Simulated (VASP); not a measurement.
Here is a VASP 6.6.1 calculation.

INCAR

```
PREC = Accurate ; ENCUT = 520
EDIFF = 1E-6 ; ISMEAR = -1
SIGMA = 0.05 ; LREAL = F
LASPH = T ; NELM = 80
ALGO = Normal ; ISIF = 2
LWAVE = F ; LCHARG = F
NBANDS = 22
```

File KPOINTS:

```
regular mesh
0
Gamma
  6 6 6
```

File POSCAR:

```
GaSb3
1.0
    0.0000000000      3.6801753734      3.6801753734
    3.6801753734      0.0000000000      3.6801753734
    3.6801753734      3.6801753734      0.0000000000
Sb Ga
3 1
Direct
    0.5000000000      0.5000000000      0.5000000000
    0.7500000000      0.7500000000      0.7500000000
    0.2500000000      0.2500000000      0.2500000000
    0.0000000000      0.0000000000      0.0000000000
```

Potentials or basis: VASP PAW LDA potentials, release 64 (Sb, Ga_d).

Launch:

```console
$ cat potpaw_LDA.64/Sb/POTCAR potpaw_LDA.64/Ga_d/POTCAR > POTCAR
$ mpirun -np 1 vasp_std > vasp.out
```

(1) What does it give for the pressure?

(2) What does it give for the band gap on the k mesh?

## Answers

(1) -2.6 GPa.

(2) zero (band 14 reaches 9.12 eV, above the bottom of band 15 at 5.32 eV).

Caveat: spin-orbit coupling is left out, which moves the levels of the heavy elements.
